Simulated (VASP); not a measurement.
# Mg5Zn11O16 (P1) in VASP: further runs, part 2 of 2

VASP 6.6.1. Earlier steps stand in the parts before.

## 3. Relaxation of volume and atoms at fixed shape, PBEsol

Contents of INCAR:

```
  PREC = Accurate
  ENCUT = 700
  EDIFF = 1E-7
  ISMEAR = -1
  SIGMA = 0.05
  LREAL = Auto
  LASPH = True
  NELM = 120
  ALGO = Normal
  ISIF = 8
  LWAVE = False
  LCHARG = False
  GGA = PS
  IBRION = 2
  NSW = 100
  EDIFFG = -0.03
  ISYM = -1
  GGA_COMPAT = False
  NELMIN = 4
```

Contents of KPOINTS:

```
explicit points
1
Reciprocal
  0.25000000   0.25000000   0.25000000 1
```

Contents of POSCAR:

```
Mg5Zn11O16
1.0
    8.4987960000      0.0000000000      0.0000000000
    0.0000000000      8.4987960000      0.0000000000
    0.0000000000      0.0000000000      8.4987960000
O Mg Zn
32 10 22
Direct
    0.2483800000      0.0036000000      0.9968600000
    0.2496370000      0.0037050000      0.5051320000
    0.2447220000      0.5042490000      0.9992070000
    0.2541380000      0.5010550000      0.5035490000
    0.7536250000      0.9999890000      0.0011190000
    0.7486510000      0.0042670000      0.5009950000
    0.7453420000      0.4994530000      0.9987410000
    0.7471900000      0.5001640000      0.5050820000
    0.0035430000      0.2509550000      0.9990620000
    0.0002710000      0.2520330000      0.4958130000
    0.0009680000      0.7491690000      0.0007400000
    0.9980390000      0.7512140000      0.5017210000
    0.4979700000      0.2535990000      0.9990190000
    0.4985980000      0.2483770000      0.5013390000
    0.5010570000      0.7525470000      0.9940090000
    0.5000660000      0.7510430000      0.4974000000
    0.0044080000      0.9965460000      0.2503050000
    0.0018480000      0.9997660000      0.7501990000
    0.0022560000      0.5014970000      0.2518920000
    0.0022850000      0.4969090000      0.7478970000
    0.5015700000      0.9961630000      0.2516610000
    0.5015240000      0.0002180000      0.7508760000
    0.4947560000      0.5024950000      0.2515360000
    0.5022980000      0.5003900000      0.7520890000
    0.2487350000      0.2487460000      0.2461390000
    0.2489080000      0.2479040000      0.7485670000
    0.2509080000      0.7521530000      0.2493490000
    0.2511020000      0.7529780000      0.7546520000
    0.7531860000      0.2512800000      0.2506110000
    0.7482840000      0.2505180000      0.7485860000
    0.7517700000      0.7489590000      0.2508280000
    0.7461250000      0.7507100000      0.7485240000
    0.0038730000      0.0020410000      0.9975640000
    0.9970820000      0.0043370000      0.4983370000
    0.0010650000      0.4987960000      0.4992230000
    0.2525130000      0.2505480000      0.4994450000
    0.7483940000      0.2470090000      0.5006500000
    0.2504990000      0.9987200000      0.2517750000
    0.2487780000      0.5043480000      0.7518970000
    0.0037040000      0.2493450000      0.2478180000
    0.5003500000      0.2468390000      0.2500080000
    0.5012960000      0.7518410000      0.2520920000
    0.9933330000      0.4987840000      0.9990960000
    0.5005420000      0.0004720000      0.0000510000
    0.4971090000      0.9966660000      0.5026910000
    0.4962000000      0.4969020000      0.9989510000
    0.5013150000      0.4942980000      0.5006690000
    0.2510750000      0.2491880000      0.9998360000
    0.2536410000      0.7507530000      0.0021990000
    0.2550510000      0.7504460000      0.4983200000
    0.7526830000      0.2535980000      0.9971280000
    0.7487560000      0.7486660000      0.9960720000
    0.7515430000      0.7486190000      0.5018180000
    0.2542830000      0.9993710000      0.7519230000
    0.2536180000      0.5013760000      0.2513970000
    0.7472620000      0.0028560000      0.2477150000
    0.7455710000      0.9994270000      0.7435470000
    0.7497850000      0.4993180000      0.2468190000
    0.7525810000      0.5027680000      0.7550160000
    0.0009380000      0.2482380000      0.7490330000
    0.0003420000      0.7465210000      0.2514930000
    0.9976180000      0.7485660000      0.7483070000
    0.5005180000      0.2495110000      0.7514650000
    0.4979870000      0.7523290000      0.7482450000
```

Potentials or basis: VASP PAW PBE potentials, release 64 (O, Mg, Zn).

Run with:

```
> cat potpaw_PBE.64/O/POTCAR potpaw_PBE.64/Mg/POTCAR potpaw_PBE.64/Zn/POTCAR > POTCAR
> mpirun -np 1 vasp_std > vasp.out
```

Run time: 54 min. Hardware: 1 thread of Intel Xeon 6975P-C (Granite Rapids), shared host; peak memory 1.2 GiB.

Results (log left out):

| Quantity | Value |
| --- | --- |
| Free energy | -334.2417 eV |
| Relaxed volume | 9.62 Å³/atom |
| Relaxed cell | a = 8.506 Å, b = 8.506 Å, c = 8.506 Å, α = 90.00°, β = 90.00°, γ = 90.00° |
| Space group after relaxing (to 0.1 Å) | P1 (No. 1) |
| Energy gained by relaxing | 8.0 meV/atom |
| Ionic steps | 10 |
| Pressure after relaxing | 0.1 GPa |
| Largest force after relaxing | 0.018 eV/Å |
| Band gap on the k mesh | 2.85 eV |

Forces on the atoms (eV/Å):
```
O    0.013 -0.003  0.006
O   -0.004 -0.001 -0.007
O    0.010 -0.010 -0.008
O    0.000  0.000  0.003
O   -0.002 -0.004 -0.014
O   -0.004 -0.002  0.016
O    0.000  0.004  0.007
O    0.000  0.002 -0.001
O   -0.007 -0.005 -0.005
O   -0.005  0.006  0.010
O    0.012  0.012  0.003
O    0.004  0.006  0.002
O    0.001  0.002 -0.005
O   -0.007  0.007  0.007
O   -0.005 -0.006 -0.001
O   -0.002 -0.005  0.001
O   -0.006  0.005  0.000
O   -0.003 -0.010  0.006
O   -0.008 -0.007  0.000
O    0.011  0.004 -0.004
O   -0.014  0.005 -0.003
O   -0.001  0.000 -0.005
O    0.016  0.008 -0.004
O   -0.001  0.004 -0.010
O   -0.001 -0.004 -0.001
O    0.000  0.004  0.002
O   -0.002  0.000 -0.006
O   -0.008 -0.011 -0.005
O   -0.001 -0.002  0.009
O    0.002 -0.007  0.008
O   -0.009  0.012 -0.003
O    0.009  0.004  0.012
Mg  -0.001  0.000 -0.002
Mg  -0.001  0.007  0.005
Mg   0.008  0.000  0.004
Mg  -0.008  0.001 -0.005
Mg  -0.006  0.007  0.004
Mg   0.002 -0.003 -0.001
Mg   0.011 -0.007 -0.007
Mg  -0.004 -0.005  0.006
Mg   0.003 -0.004  0.001
Mg   0.000  0.003 -0.013
Zn   0.006  0.001 -0.006
Zn  -0.008  0.002  0.003
Zn  -0.002  0.001 -0.003
Zn   0.011 -0.001 -0.001
Zn  -0.004 -0.005 -0.004
Zn   0.008 -0.009  0.005
Zn   0.012  0.000 -0.002
Zn   0.000  0.000  0.004
Zn  -0.002  0.001  0.005
Zn   0.003 -0.006  0.001
Zn  -0.004  0.004  0.008
Zn   0.001 -0.007 -0.005
Zn   0.004 -0.004 -0.005
Zn  -0.010  0.002 -0.001
Zn  -0.002 -0.004  0.005
Zn   0.002  0.004 -0.002
Zn   0.003  0.007 -0.008
Zn  -0.007  0.002  0.002
Zn   0.000  0.005  0.006
Zn   0.002  0.002  0.001
Zn  -0.005 -0.007 -0.005
Zn  -0.001  0.007  0.000
```

Stress tensor (GPa, compression positive):
```
 0.11 -0.26 -0.19
-0.26  0.05 -0.13
-0.19 -0.13  0.07
```

Step by step:
```csv
step,energy change (eV),largest force (eV/Å),pressure (GPa),volume (Å³)
1,0.0000,0.8093,1.05,613.86
2,-0.3844,0.3157,-0.93,619.49
3,-0.4003,0.3037,-1.38,620.89
4,-0.4760,0.1999,0.48,614.22
5,-0.4766,0.1891,0.69,613.49
6,-0.5018,0.0762,0.10,615.41
7,-0.5027,0.0863,-0.03,615.83
8,-0.5076,0.0413,-0.05,615.91
9,-0.5092,0.0497,-0.07,615.97
10,-0.5105,0.0182,0.07,615.47
```

Final structure:
```xyz
64
Lattice="8.5062 0.0000 0.0000 0.0000 8.5062 0.0000 0.0000 0.0000 8.5062" Properties=species:S:1:pos:R:3 pbc="T T T"
O     2.1023    0.0007    0.0125
O     2.1019    0.0211    4.2367
O     2.1189    4.2572    8.4890
O     2.1010    4.2317    4.2815
O     6.4049    0.0057    8.5061
O     6.4065    0.0232    4.2528
O     6.3849    4.2539    8.4989
O     6.4013    4.2333    4.2589
O     8.5059    2.1093    0.0171
O     8.5038    2.1269    4.2224
O     8.5031    6.4011    0.0012
O     8.5039    6.3815    4.2484
O     4.2569    2.1287    0.0203
O     4.2564    2.1245    4.2236
O     4.2613    6.3843    0.0214
O     4.2569    6.3797    4.2314
O     0.0304    0.0245    2.1235
O     0.0022    0.0017    6.3780
O     0.0072    4.2415    2.1440
O     0.0203    4.2577    6.3614
O     4.2357    8.5031    2.1211
O     4.2522    0.0006    6.3805
O     4.2499    4.2543    2.1253
O     4.2320    4.2551    6.3828
O     2.1351    2.1058    2.1499
O     2.1326    2.1500    6.3615
O     2.1577    6.3997    2.1309
O     2.1334    6.3646    6.3811
O     6.3783    2.1323    2.1471
O     6.3744    2.1292    6.3582
O     6.3628    6.3768    2.1257
O     6.3729    6.3799    6.3744
Mg    8.5049    0.0002    8.4960
Mg    0.0001    8.4999    4.2541
Mg    8.5030    4.2639    4.2523
Mg    2.1328    2.1268    4.2576
Mg    6.3767    2.1269    4.2564
Mg    2.1315    8.5029    2.1237
Mg    2.1276    4.2606    6.3902
Mg    0.0017    2.1340    2.1185
Mg    4.2580    2.1308    2.1171
Mg    4.2612    6.3759    2.1275
Zn    8.5047    4.2566    8.5053
Zn    4.2568    0.0013    0.0010
Zn    4.2529    0.0026    4.2465
Zn    4.2512    4.2581    0.0014
Zn    4.2511    4.2508    4.2564
Zn    2.1243    2.1283    0.0042
Zn    2.1283    6.3845    0.0044
Zn    2.1300    6.3807    4.2542
Zn    6.3836    2.1291    8.5016
Zn    6.3797    6.3838    8.5039
Zn    6.3794    6.3797    4.2493
Zn    2.1282    0.0050    6.3794
Zn    2.1273    4.2515    2.1350
Zn    6.3892    0.0048    2.1262
Zn    6.3796    0.0025    6.3752
Zn    6.3823    4.2512    2.1280
Zn    6.3793    4.2553    6.3795
Zn    0.0036    2.1311    6.3680
Zn    0.0050    6.3859    2.1224
Zn    0.0012    6.3805    6.3786
Zn    4.2534    2.1304    6.3815
Zn    4.2544    6.3818    6.3795
```

Levels at points of the mesh, in eV from the valence-band top:
| k point | band 236 | band 237 | band 238 | band 239 | band 240 | band 241 |
| --- | --- | --- | --- | --- | --- | --- |
| (0.25, 0.25, 0.25) | -0.07 | -0.04 | 0.00 | 2.85 | 4.47 | 4.56 |

Caveat: the PAW data sets were made with another functional, which shifts forces and pressure a little; a shifted mesh leaves out Γ, where band edges can lie. A k mesh can miss the band edges.
